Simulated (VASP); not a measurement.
InAs3, 4 atoms in the cell. It takes space group Pm-3m (No. 221, cubic). Conventional cell: a = 4.537 Å, b = 4.537 Å, c = 4.537 Å, α = 90.00°, β = 90.00°, γ = 90.00°. Within 4.2 Å of In (site symmetry m-3m) lie 12 As at 3.21 Å. Within 4.2 Å of As (site symmetry 4/mmm) lie 4 In at 3.21 Å and 8 As at 3.21 Å.  This cell differs from its parent crystal: Sb replaced by As, lengths x 0.936, strained.

```yaml
Program: VASP 6.6.1
Task: single point
Functional: PBE
Potentials_or_basis: VASP PAW PBE potentials, release 64 (In_d, As)
Cutoff: 520 eV
k_mesh: 10 × 10 × 10
Occupations: gaussian, width 0.1 eV
Spin: no spin polarisation
Dipole_correction: no
Further_INCAR_settings: ALGO = Normal; EDIFF = 1e-07; NBANDS = 22
```

Potentials or basis: VASP PAW PBE potentials, release 64 (In_d, As).

Launch:

```bash
$ cat potpaw_PBE.64/In_d/POTCAR potpaw_PBE.64/As/POTCAR > POTCAR
$ mpirun -np 1 vasp_std > vasp.out
```

Hardware: 1 thread of Intel Xeon 8259CL, with other jobs on the host.

How long does it take, and how much memory?

Run time: 100 s on 1 thread of Intel Xeon 8259CL, with other jobs on the host, peak memory 0.27 GiB. Counts: scf iterations 13, k points 56.
